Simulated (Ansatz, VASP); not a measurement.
Two plane-wave programs on Co

INCAR

```
SYSTEM = Co
PREC = Accurate ; ENCUT = 520
EDIFF = 1E-7 ; ISMEAR = 0
SIGMA = 0.15 ; LREAL = .False.
LASPH = .True. ; NELM = 150
ALGO = Fast ; ISIF = 2
LWAVE = .False. ; LCHARG = .False.
ISPIN = 2 ; MAGMOM = 1.84 1.84
LORBIT = 11 ; LMAXMIX = 4
GGA = PE ; NBANDS = 20
```

Contents of KPOINTS:

```
regular mesh
0
Gamma
  30 30 16
  0 0 0
```

The input POSCAR:

```
Co
1.0
    2.4922474702      0.0000000000      0.0000000000
   -1.2461237351      2.1583496217      0.0000000000
    0.0000000000      0.0000000000      4.0333870904
Co
2
Direct
    0.3333333333      0.6666666667      0.2500000000
    0.6666666667      0.3333333333      0.7500000000
```

Input for Ansatz:

```yaml
crystal:
  lattice:
    - [2.4922474468, 0.0, 0.0]
    - [-1.2461237234, 2.1583496014, 0.0]
    - [0.0, 0.0, 4.0333871972]
  atoms:
    - { symbol: Co, position: [0.3333333333, 0.6666666667, 0.25], spin: 1.84 }
    - { symbol: Co, position: [0.6666666667, 0.3333333333, 0.75], spin: 1.84 }
basis:
  ecutwfc: 420
kpoints:
  mp_grid: { grid: [30, 30, 16] }
hamiltonian:
  xc: pbe
scf:
  occupations: { method: gaussian, width: 0.15 }
output:
  forces: true
  stress: true
  eigenvalues: true
  populations: true
  write_density: true
  write_potential: true
  elf: true
  volumetric_format: npy
magnetization:
  spin_polarized: true
```

Alike in both runs: task single point; functional PBE; k mesh 30 × 30 × 16; occupations gaussian, width 0.15 eV; collinear spin.

|  | VASP | Ansatz |
| --- | --- | --- |
| version | VASP 6.6.1 | Ansatz 0.2.0 |
| potentials or method | VASP PAW PBE potentials, release 64 (Co), cutoff 520 eV | scalar-relativistic, plane waves, PAW |
| valence electrons in the cell | 18 | 34 |

|  | VASP | Ansatz | Ansatz less VASP |
| --- | --- | --- | --- |
| gap on the k mesh at the Fermi level (eV) | none | none | - |
| pressure (GPa) | -0.5 | 0.2 | +0.70 |
| traceless stress, the component that is largest in VASP (GPa) | -0.18 | -0.10 | +0.080 |
| net moment per atom (μB) | 1.60 | 1.61 | +0.008 |
| size of the moment on the site where the two differ most (μB) | 1.62 | 1.68 | +0.064 |

Site moments also hang on the region over which each program counts them. A gap of «none» marks a metal or a gap that the smearing closes. VASP's potentials hold 18 valence electrons a cell and Ansatz's 34, so a difference there can come from the potentials and not from the codes.
